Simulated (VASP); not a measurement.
Input of a VASP 6.6.1 run:

File INCAR:

```
SYSTEM = Sr
PREC     = Accurate       ! precision mode
ENCUT    = 520            ! plane-wave cutoff, eV
EDIFF    = 1E-7           ! SCF threshold, eV
ISMEAR   = 0              ! smearing method
SIGMA    = 0.03           ! smearing width, eV
LREAL    = .False.        ! projectors in reciprocal space
LASPH    = .True.         ! aspherical terms in the spheres
NELM     = 60             ! most SCF steps
ALGO     = Normal         ! electronic algorithm
ISIF     = 2              ! what is computed and relaxed
LWAVE    = .False.        ! write WAVECAR
LCHARG   = .False.        ! write CHGCAR
GGA      = PS             ! functional
NBANDS   = 11             ! bands
```

File KPOINTS:

```
regular mesh
0
Gamma
  10 10 10
  0 0 0
```

File POSCAR:

```
Sr
1.0
   -0.9618946084      2.6452101732      2.6452101732
    2.6452101732     -0.9618946084      2.6452101732
    2.6452101732      2.6452101732     -0.9618946084
Sr
1
Direct
    0.0000000000      0.0000000000      0.0000000000
```

Potentials or basis: VASP PAW PBE potentials, release 64 (Sr_sv).

The run is started by

```console
$ cat potpaw_PBE.64/Sr_sv/POTCAR > POTCAR
$ mpirun -np 1 vasp_std > vasp.out
```

Q: What does it give for the band gap on the k mesh?

A: Zero (band 5 reaches 1.51 eV, above the bottom of band 6 at 1.09 eV).

Q: Estimate the pressure.

A: -0.5 GPa.

Stress tensor (GPa, compression positive):
```
-0.49  0.73  0.73
 0.73 -0.49  0.73
 0.73  0.73 -0.49
```

Caveat: the PAW data sets were made with another functional, which shifts forces and pressure a little.
